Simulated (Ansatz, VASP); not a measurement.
Re: VASP beside Ansatz

```
Re
1.0
    -1.49337    1.49337    1.49337
     1.49337   -1.49337    1.49337
     1.49337    1.49337   -1.49337
Re
1
Direct
  0.00000 0.00000 0.00000
```

Alike in both runs: task single point; functional PBE; k mesh 20 × 20 × 20; occupations gaussian, width 0.1 eV; no spin polarisation.

|  | VASP | Ansatz |
| --- | --- | --- |
| version | VASP 6.6.1 | Ansatz 0.2.0 |
| potentials or method | VASP PAW PBE potentials, release 64 (Re), cutoff 520 eV | scalar-relativistic, plane waves, PAW |
| valence electrons in the cell | 7 | 15 |

|  | VASP | Ansatz | Ansatz less VASP |
| --- | --- | --- | --- |
| gap on the k mesh at the Fermi level (eV) | none | none | - |
| pressure (GPa) | 58.8 | 58.3 | -0.50 |

A gap of «none» marks a metal or a gap that the smearing closes. Both programs put the cell under a high pressure, so it lies far from rest at this level. VASP's potentials hold 7 valence electrons a cell and Ansatz's 15, so a difference there can come from the potentials and not from the codes.

Neither program's run includes spin-orbit coupling.
